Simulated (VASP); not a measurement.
# WC (C2) in VASP: further runs, part 2 of 2

VASP 6.6.1. Earlier steps stand in the parts before.

## Step 3: Single point, r2SCAN (strain +0.0075 x Voigt [0, 0, 0, 0, 1, 0])

POSCAR

```
WC
1.0
    2.9005014360      0.0000000000      0.0108768804
   -1.4502507180      2.5119079273     -0.0054384402
    0.0106087500      0.0000000000      2.8290000000
W C
1 1
Direct
    0.0000000000      0.0000000000      0.0000000000
    0.6666666667      0.3333333333      0.5000000000
```

INCAR.step1

```
  ALGO = Normal
  EDIFF = 1E-4
  ENCUT = 520
  GGA = PE
  ISMEAR = 0
  LASPH = True
  LCHARG = False
  LREAL = False
  LWAVE = True
  NBANDS = 16
  NELM = 60
  PREC = Accurate
  SIGMA = 0.15
```

INCAR.step2

```
  ALGO = Normal
  EDIFF = 1E-6
  ENCUT = 520
  ISIF = 2
  ISMEAR = 0
  ISTART = 1
  LASPH = True
  LCHARG = False
  LMIXTAU = True
  LREAL = False
  LWAVE = False
  METAGGA = R2SCAN
  NBANDS = 16
  NELM = 60
  PREC = Accurate
  SIGMA = 0.15
```

KPOINTS

```
k-points
0
Gamma
  18 18 16
```

Potentials or basis: VASP PAW PBE potentials, release 64 (W_sv, C).

Started as:

```bash
$ cat potpaw_PBE.64/W_sv/POTCAR potpaw_PBE.64/C/POTCAR > POTCAR
$ cp INCAR.step1 INCAR
$ mpirun -np 1 vasp_std > vasp.out
$ cp INCAR.step2 INCAR
$ mpirun -np 1 vasp_std > vasp.out
```

OUTCAR:

```text
EDIFF = 1E-6
   ENCUT = 520
   ISIF = 2
   ISMEAR = 0
   ISTART = 1
   LASPH = True
   LREAL = False
   METAGGA = R2SCAN
   NELM = 60
   PREC = Accurate

 ion  position               nearest neighbor table
   1  0.000  0.000  0.000-   2 2.19   2 2.19   2 2.19   2 2.19   2 2.20   2 2.20
   2  0.667  0.333  0.500-   1 2.19   1 2.19   1 2.19   1 2.19   1 2.20   1 2.20

  LATTYP: Found a base centered monoclinic cell.
 ALAT       =     2.9005218301
 B/A-ratio  =     1.7320386292
 C/A-ratio  =     0.9753485949
 COS(beta)  =    -0.0074998945

  Lattice vectors:

 A1 = (  -1.4502507180,   2.5119079273,  -0.0054384402)
 A2 = (  -1.4502507180,  -2.5119079273,  -0.0054384402)
 A3 = (   0.0106087500,   0.0000000000,   2.8290000000)

Analysis of symmetry for initial positions (statically):
=====================================================================
 Subroutine PRICEL returns:
 Original cell was already a primitive cell.

 Routine SETGRP: Setting up the symmetry group for a
 base centered monoclinic supercell.

 Subroutine GETGRP returns: Found  2 space group operations
 (whereof  2 operations were pure point group operations)
 out of a pool of  4 trial point group operations.

The static configuration has the point symmetry C_2 .

Analysis of symmetry for dynamics (positions and initial velocities):
=====================================================================
 Subroutine PRICEL returns:
 Original cell was already a primitive cell.

 Routine SETGRP: Setting up the symmetry group for a
 base centered monoclinic supercell.

 Subroutine GETGRP returns: Found  2 space group operations
 (whereof  2 operations were pure point group operations)
 out of a pool of  4 trial point group operations.

The dynamic configuration has the point symmetry C_2 .

 Subroutine INISYM returns: Found  2 space group operations
 (whereof  2 operations are pure point group operations),
 and found     1 'primitive' translations

----------------------------------------------------------------------------------------

                                     Primitive cell

  volume of cell :      20.6112

  direct lattice vectors                    reciprocal lattice vectors
     2.900501436  0.000000000  0.010876880     0.344772821  0.199051882 -0.001292898
    -1.450250718  2.511907927 -0.005438440     0.000000000  0.398103764  0.000000000
     0.010608750  0.000000000  2.829000000    -0.001325575  0.000000000  0.353486767

  length of vectors
     2.900521830  2.900506535  2.829019891     0.398110062  0.398103764  0.353489252

  position of ions in fractional coordinates (direct lattice)
     0.000000000  0.000000000  0.000000000
     0.666666667  0.333333333  0.500000000

  ion indices of the primitive-cell ions
   primitive index   ion index
                 1           1
                 2           2

----------------------------------------------------------------------------------------

 KPOINTS: k-points

Automatic generation of k-mesh.
 Grid dimensions read from file:
 generate k-points for:   18   18   16

 Generating k-lattice:

  Cartesian coordinates                     Fractional coordinates (reciprocal lattice)
     0.019154046  0.011058438 -0.000071828     0.055555556 -0.000000000  0.000000000
     0.000000000  0.022116876  0.000000000     0.000000000  0.055555556  0.000000000
    -0.000082848  0.000000000  0.022092923     0.000000000  0.000000000  0.062500000

  Length of vectors
     0.022117226  0.022116876  0.022093078

  Shift w.r.t. Gamma in fractional coordinates (k-lattice)
     0.000000000  0.000000000  0.000000000

 Subroutine IBZKPT returns following result:
 ===========================================

 Found   1379 irreducible k-points:

 Following reciprocal coordinates:
            Coordinates               Weight
  0.000000  0.000000  0.000000      1.000000
  0.055556 -0.000000 -0.000000      4.000000
  0.111111 -0.000000 -0.000000      4.000000
  0.166667 -0.000000  0.000000      4.000000
  0.222222 -0.000000 -0.000000      4.000000
  0.277778  0.000000 -0.000000      4.000000
[... 16 lines left out ...]
 -0.333333  0.055556  0.000000      4.000000
 -0.277778  0.055556  0.000000      4.000000
 [... further k-points ...]
   k-points           NKPTS =   1379   k-points in BZ     NKDIM =   1379   number of bands    NBANDS=     16
   number of dos      NEDOS =    301   number of ions     NIONS =      2
   total plane-waves  NPLWV =  13824
   dimension x,y,z NGX =    24 NGY =   24 NGZ =   24
   dimension x,y,z NGXF=    48 NGYF=   48 NGZF=   48
   ions per type =               1   1
   NGX,Y,Z   is equivalent  to a cutoff of  13.76, 13.76, 14.10 a.u.
   NGXF,Y,Z  is equivalent  to a cutoff of  27.51, 27.51, 28.21 a.u.
 SYSTEM =  unknown system
   PREC   = accura    normal or accurate (medium, high low for compatibility)
   ISTART =      1    job   : 0-new  1-cont  2-samecut
   ICHARG =      0    charge: 1-file 2-atom 10-const
   ISPIN  =      1    spin polarized calculation?
   LNONCOLLINEAR =      F non collinear calculations
   LSORBIT =      F    spin-orbit coupling
   LASPH  =      T    aspherical Exc in radial PAW
   ENCUT  =  520.0 eV  38.22 Ry    6.18 a.u.   5.39  5.39  5.26*2*pi/ulx,y,z
   NELM   =     60;   NELMIN=  2; NELMDL=  0     # of ELM steps
   EDIFF  = 0.1E-05   stopping-criterion for ELM
   LREAL  =      F    real-space projection
   EDIFFG = 0.1E-04   stopping-criterion for IOM
   NSW    =      0    number of steps for IOM
   IBRION =     -1    ionic relax: 0-MD 1-quasi-New 2-CG
   NFREE  =      0    steps in history (QN), initial steepest desc. (CG)
   ISIF   =      2    stress and relaxation
   ISYM   =      2    0-nonsym 1-usesym 2-fastsym
   POTIM  = 0.5000    time-step for ionic-motion
   TEBEG  =    0.0;   TEEND  =   0.0 temperature during run
   PSTRESS=    0.0 pullay stress
   NELECT =      18.0000    total number of electrons
   NUPDOWN=      -1.0000    fix difference up-down
   EMIN   =  10.00;   EMAX   =-10.00  energy-range for DOS
   EFERMI =   0.00;   METHOD = LEGACY
   ISMEAR =     0;   SIGMA  =   0.15  broadening in eV -4-tet -1-fermi 0-gaus
   EFERMI_NEDOS =   21; number of points for ismear=-14 and -15
   IALGO  =     38    algorithm
   IMIX   =      4    mixing-type and parameters
     AMIX     =   0.40;   BMIX     =  1.00
     AMIX_MAG =   1.60;   BMIX_MAG =  1.00
  volume/ion in A,a.u.               =      10.31        69.55
  Fermi-wavevector in a.u.,A,eV,Ry     =   1.564820  2.957081 33.316074  2.448662
  Thomas-Fermi vector in A             =   2.667388
   LORBIT       =      0    0 simple, 1 ext, 2 COOP (PROOUT), +10 PAW based schemes
   METAGGA = R2SCAN    functional components
   LHFCALC =     F    Hartree Fock is set to
   AEXX    =    0.0000 exact exchange contribution
   IVDW    =     0    specifies the selected vdW correction
   LEPSILON=     F    determine dielectric tensor
   LRPA    =     F    only Hartree local field effects (RPA)
 non-spin polarized calculation
 Gauss-broadening in eV      SIGMA  =   0.15
  energy-cutoff  :      520.00
  volume of cell :       20.61
 maximum number of plane-waves:       578
 NGX is ok and might be reduce to    24
   NGX = 11   NGY = 11   NGZ = 11

 number of electron      18.0000001 magnetization

 Free energy of the ion-electron system (eV)
  ---------------------------------------------------
  ext. energy  EPLUGINS =         0.00000000
  ---------------------------------------------------
  free energy    TOTEN  =       -61.60686963 eV

  energy without entropy =      -61.60384430  energy(sigma->0) =      -61.60535697

 E-fermi :  11.0642     XC(G=0): -15.0139

 val. band max:       11.0442009471   @ k =   0.5000  -0.4444   0.4375
 cond. band min:      11.0778273290   @ k =   0.4444   0.2222  -0.0000
 fundamental gap:      0.0336263819
 Fermi energy:        11.0641653987

 k-point     1 :       0.0000    0.0000    0.0000
  band No.  band energies     occupation
      1     -64.8703      2.00000
      2     -28.1751      2.00000
      3     -28.0679      2.00000
      4     -28.0678      2.00000
      5      -4.2341      2.00000
      6       6.5294      2.00000
[... 8 lines left out ...]
     15      26.3966      0.00000
     16      28.7125      0.00000
[... 419 lines left out ...]
 k-point    24 :      -0.2778    0.0556    0.0000
  band No.  band energies     occupation
      1     -64.8356      2.00000
      2     -28.5285      2.00000
      3     -28.1828      2.00000
      4     -28.1128      2.00000
      5      -2.6775      2.00000
      6       5.2399      2.00000
[... 8 lines left out ...]
     15      26.0988      0.00000
     16      30.2929      0.00000

 [... further k-points ...]
[... 5 lines left out ...]
  --------------------------------------------------------------------------------------
  -------------------------------------------------------------------------------------
  Total        0.8197116      0.8170457      0.7979906      0.0000000      0.0000000     -0.3178442
  in kB       63.7188644     63.5116381     62.0304175      0.0000000      0.0000000    -24.7070655
  external PRESSURE =      63.0869733 kB  Pullay stress =       0.0000000 kB

 VOLUME and BASIS-vectors are now :
 -----------------------------------------------------------------------------
  energy-cutoff  :      520.00
  volume of cell :       20.61
      direct lattice vectors                 reciprocal lattice vectors
     2.900501436  0.000000000  0.010876880     0.344772821  0.199051882 -0.001292898
    -1.450250718  2.511907927 -0.005438440     0.000000000  0.398103764  0.000000000
     0.010608750  0.000000000  2.829000000    -0.001325575  0.000000000  0.353486767

 POSITION                                       TOTAL-FORCE (eV/Angst)
 -----------------------------------------------------------------------------------
      0.00000      0.00000      0.00000        -0.000000     -0.001751      0.000000
      1.45556      0.83730      1.41994         0.000000      0.001751     -0.000000
 -----------------------------------------------------------------------------------
    total drift:                               -0.000000      0.000005      0.000000

  FREE ENERGIE OF THE ION-ELECTRON SYSTEM (eV)
  ---------------------------------------------------
  free  energy   TOTEN  =       -61.6068696279 eV

  energy  without entropy=      -61.6038443038  energy(sigma->0) =      -61.60535697
```

OUTCAR.step1:

```text
EDIFF = 1E-4
   ENCUT = 520
   GGA = PE
   ISMEAR = 0
   LASPH = True
[... 680 lines left out ...]
 -----------------------------------------------------------------------------------
      0.00000      0.00000      0.00000        -0.000000     -0.001758      0.000000
      1.45556      0.83730      1.41994         0.000000      0.001758     -0.000000
 -----------------------------------------------------------------------------------
    total drift:                               -0.000000     -0.000000      0.000000

  FREE ENERGIE OF THE ION-ELECTRON SYSTEM (eV)
  ---------------------------------------------------
  free  energy   TOTEN  =       -22.4346783015 eV

  energy  without entropy=      -22.4312391358  energy(sigma->0) =      -22.43295872
```

OSZICAR.step1:

```text
N       E                     dE             d eps       ncg     rms          rms(c)
DAV:   1     0.110235735809E+03    0.11024E+03   -0.93821E+03 44232   0.126E+03
DAV:   2    -0.222573867663E+02   -0.13249E+03   -0.12796E+03 52152   0.337E+02
DAV:   3    -0.254889299859E+02   -0.32315E+01   -0.32199E+01 49840   0.501E+01
DAV:   4    -0.255056775889E+02   -0.16748E-01   -0.16747E-01 56592   0.406E+00
DAV:   5    -0.255058001139E+02   -0.12252E-03   -0.12253E-03 49560   0.330E-01    0.329E+01
DAV:   6    -0.225139128638E+02    0.29919E+01   -0.57343E+00 54160   0.258E+01    0.877E+00
DAV:   7    -0.224624508309E+02    0.51462E-01   -0.41684E-01 46272   0.497E+00    0.633E+00
DAV:   8    -0.224358729597E+02    0.26578E-01   -0.59871E-02 49912   0.210E+00    0.109E+00
DAV:   9    -0.224347328664E+02    0.11401E-02   -0.29047E-03 49512   0.417E-01    0.118E-01
DAV:  10    -0.224346783015E+02    0.54565E-04   -0.28757E-04 52640   0.192E-01
   1 F= -.22434678E+02 E0= -.22432959E+02  d E =-.343917E-02
```

Run time: 6.2 min. Hardware: 1 thread of Intel Xeon 6975P-C (Granite Rapids), shared host; peak memory 0.53 GiB.

What came out:

```yaml
Free_energy: -61.6069 eV
Pressure: 6.3 GPa
Band_gap_on_the_k_mesh: zero (bands 9 and 10 overlap by 1.33 eV)
```

Caveat: the cell differs from its parent crystal (strain +0.0075 x Voigt [0, 0, 0, 0, 1, 0]); the cell stands under pressure; the PAW data sets were made with another functional, which shifts forces and pressure a little; spin-orbit coupling is left out, which moves the levels of the heavy elements.

The gap in the log of VASP goes by the Fermi energy; the results here count the filled bands.